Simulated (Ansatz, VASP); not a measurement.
## Sb in VASP and in Ansatz

```
CELL_PARAMETERS angstrom
0.00000 2.50859 2.50859
2.50859 0.00000 2.50859
2.50859 2.50859 0.00000
ATOMIC_POSITIONS crystal
Sb 0.00000 0.00000 0.00000
```

Alike in both runs: task single point; functional BLYP; k mesh 12 × 12 × 12; occupations fermi-dirac, width 0.1 eV; no spin polarisation.

```csv
,VASP,Ansatz
version,VASP 6.6.1,Ansatz 0.2.0
potentials or method,"VASP PAW PBE potentials, release 64 (Sb), cutoff 520 eV","plane waves (420 eV) with PAW, scalar-relativistic"
valence electrons in the cell,5,15
```

|  | VASP | Ansatz | Ansatz less VASP |
| --- | --- | --- | --- |
| pressure (GPa) | -1.4 | -1.5 | -0.10 |

VASP's potentials were made for PBE, not for BLYP. VASP's potentials hold 5 valence electrons a cell and Ansatz's 15, so a difference there can come from the potentials and not from the codes.

Spin-orbit coupling is off throughout.
